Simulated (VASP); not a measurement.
**Rb: single point with BLYP**

Rb:

```xyz
1
Lattice="-2.9535 2.9535 2.9535 2.9535 -2.9535 2.9535 2.9535 2.9535 -2.9535" Properties=species:S:1:pos:R:3 pbc="T T T"
Rb    0.0000    0.0000    0.0000
```

This cell differs from its parent crystal: volume scaled by 1.08.

```yaml
Program: VASP 6.6.1
Task: single point
Functional: BLYP
Potentials_or_basis: VASP PAW PBE potentials, release 64 (Rb_sv)
Cutoff: 520 eV
k_mesh: 13 × 13 × 13
Occupations: fermi-dirac, width 0.1 eV
Spin: no spin polarisation
```

```json
{
 "Pressure": "-0.1 GPa"
}
```

Levels at points of the mesh, in eV from the Fermi level:
```tsv
k point	band 1	band 2	band 3	band 4	band 5	band 6	band 7	band 8	band 9
(0.00, 0.00, 0.00)	-29.08	-13.18	-13.18	-13.18	-1.82	3.34	3.34	3.34	4.22
```

It took 38 s on 1 thread of Intel(R) Xeon(R) 6975P-C (Granite Rapids), on a shared host, peak memory 0.27 GiB.

Caveat: the PAW data sets were made with another functional, which shifts forces and pressure a little.
